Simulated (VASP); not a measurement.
**LiNbO3: single point with PBE**

The system is LiNbO3.

```
Li Nb O
1.0
     2.59399    1.49764    4.90022
    -2.59399    1.49764    4.90022
     0.00000   -2.99528    4.90022
Li Nb O
2 2 6
Cartesian
  0.0000 0.0000 4.1396
  0.0000 0.0000 11.4899
  0.0000 0.0000 0.0072
  0.0000 0.0000 7.3575
  -0.6422 -1.4583 5.8292
  1.5840 0.1730 5.8292
  -0.9418 1.2853 5.8292
  -1.6522 -0.2124 8.2794
  0.6422 1.5370 8.2794
  1.0100 -1.3246 8.2794
```

```yaml
Program: VASP 6.6.1
Task: single point
Functional: PBE
Potentials_or_basis: VASP PAW PBE potentials, release 64 (Li_sv, Nb_sv, O)
Cutoff: 520 eV
k_mesh: 6 × 6 × 6
Occupations: gaussian, width 0.05 eV
Spin: no spin polarisation
```

| Property | Result |
| --- | --- |
| Largest force | 0.479 eV/Å |
| Band gap on the k mesh | 3.33 eV (least direct gap 3.34 eV) |

Forces on the atoms (eV/Å):
```
Li   0.000  0.000  0.038
Li   0.000  0.000  0.038
Nb   0.000  0.000  0.479
Nb   0.000  0.000  0.479
O    0.236 -0.380 -0.173
O    0.211  0.394 -0.173
O   -0.447 -0.015 -0.173
O    0.447 -0.015 -0.173
O   -0.236 -0.380 -0.173
O   -0.211  0.394 -0.173
```

Levels at points of the mesh, in eV from the valence-band top:
```tsv
k point	band 31	band 32	band 33	band 34	band 35	band 36	band 37	band 38
(0.00, 0.00, 0.00)	-0.68	-0.58	0.00	0.00	3.34	3.34	3.93	4.76
(0.50, 0.00, 0.00)	-0.37	-0.37	-0.25	-0.25	3.58	3.58	4.36	4.36
(0.50, 0.50, 0.00)	-0.72	-0.70	-0.51	-0.19	3.44	3.84	4.19	4.33
(0.50, 0.50, 0.50)	-0.28	-0.28	-0.28	-0.28	4.36	4.36	4.44	4.44
```

Run time: 8.9 min on 1 thread of Intel Xeon 8259CL, on a shared host, peak memory 0.38 GiB.

 A k mesh can miss the band edges.
